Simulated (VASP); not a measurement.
Tl, 1 atom in the cell. Symmetry: Fm-3m, No. 225, cubic system. The conventional cell has a = 4.330 Å, b = 4.330 Å, c = 4.330 Å, α = 90.00°, β = 90.00°, γ = 90.00°. Within 4.0 Å of Tl (site symmetry m-3m) lie 12 Tl at 3.06 Å. This isn't the form of Tl at room conditions, which is hcp.

| Quantity | Value |
| --- | --- |
| Program | VASP 6.6.1 |
| Task | electric field gradients |
| Functional | PBE |
| Potentials or basis | VASP PAW PBE potentials, release 64 (Tl_d) |
| Cutoff | 520 eV |
| k mesh | 4 × 4 × 4 |
| Occupations | fermi-dirac, width 0.05 eV |
| Spin | no spin polarisation |
| Dipole correction | no |
| Further INCAR settings | ALGO = Normal; EDIFF = 1e-08; NBANDS = 12 |

Potentials or basis: VASP PAW PBE potentials, release 64 (Tl_d).

Command:

```console
$ cat potpaw_PBE.64/Tl_d/POTCAR > POTCAR
$ mpirun -np 1 vasp_std > vasp.out
```

Hardware: 1 thread of Intel(R) Xeon(R) Platinum 8488C (Sapphire Rapids) (shared host).

Task: Estimate the wall time of this run.

Result: Run time: 3 s on 1 thread of Intel(R) Xeon(R) Platinum 8488C (Sapphire Rapids), on a shared host, peak memory 0.13 GiB. Counts: scf iterations 13, k points 8.
